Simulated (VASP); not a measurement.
TiC, 2 atoms in the cell. It takes space group Fm-3m (No. 225, cubic). Conventional cell: a = 4.331 Å, b = 4.331 Å, c = 4.331 Å, α = 90.00°, β = 90.00°, γ = 90.00°. Within 2.9 Å of Ti (site symmetry m-3m) lie 6 C at 2.17 Å. C (site symmetry m-3m) has 6 Ti at 2.17 Å within 2.9 Å. 

| Property | Result |
| --- | --- |
| Program | VASP 6.6.1 |
| Task | single point |
| Functional | PBEsol |
| Potentials or basis | VASP PAW PBE potentials, release 64 (Ti_sv, C) |
| Cutoff | 520 eV |
| k mesh | 11 × 11 × 11 |
| Occupations | fermi-dirac, width 0.05 eV |
| Spin | no spin polarisation |
| Hubbard terms | Ti d U = 4.0 eV |
| Dipole correction | no |
| Further INCAR settings | ALGO = Normal; EDIFF = 1e-07; NBANDS = 15 |

Potentials or basis: VASP PAW PBE potentials, release 64 (Ti_sv, C).

The run is started by

```bash
$ cat potpaw_PBE.64/Ti_sv/POTCAR potpaw_PBE.64/C/POTCAR > POTCAR
$ mpirun -np 1 vasp_std > vasp.out
```

Hardware: 1 thread of Intel(R) Xeon(R) 6975P-C (Granite Rapids), with other jobs on the host.

Q: How long does it take, and how much memory?

A: Wall time 9.1 s on 1 thread of Intel(R) Xeon(R) 6975P-C (Granite Rapids), on a shared host, peak memory 0.14 GiB. Counts: scf iterations 16, k points 56.
